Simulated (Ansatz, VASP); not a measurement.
## Two plane-wave programs on Hf4F

```xyz
5
Lattice="3.2048 0.0000 0.0000 -1.6024 2.7755 0.0000 0.0000 0.0000 24.5281" Properties=species:S:1:pos:R:3 pbc="T T T"
Hf    1.6024    0.9252    4.0000
Hf    0.0000    1.8503    6.5338
Hf    1.6024    0.9252    9.1563
Hf    0.0000    1.8503   11.5281
F     0.5341    1.5419   13.2381
```

Alike in both runs: task single point; functional PBE; k mesh 9 × 9 × 1; occupations gaussian, width 0.1 eV; no spin polarisation.

|  | VASP | Ansatz |
| --- | --- | --- |
| version | VASP 6.6.1 | Ansatz 0.2.0 |
| potentials or method | VASP PAW PBE potentials, release 64 (Hf_pv, F), cutoff 520 eV | scalar-relativistic, plane waves, PAW |
| valence electrons in the cell | 47 | 111 |

Ansatz gave:

| Item | Value |
| --- | --- |
| gap on the k mesh at the Fermi level (eV) | none |
| rms of the force components (eV/Å) | 1.140 |

Estimate VASP's values.

gap on the k mesh at the Fermi level (eV): none; rms of the force components (eV/Å): 1.086.

Atom by atom the forces differ by 0.060 eV/Å (rms over components). A gap of «none» marks a metal or a gap that the smearing closes. VASP's potentials hold 47 valence electrons a cell and Ansatz's 111, so a difference there can come from the potentials and not from the codes.

Neither program's run includes spin-orbit coupling.
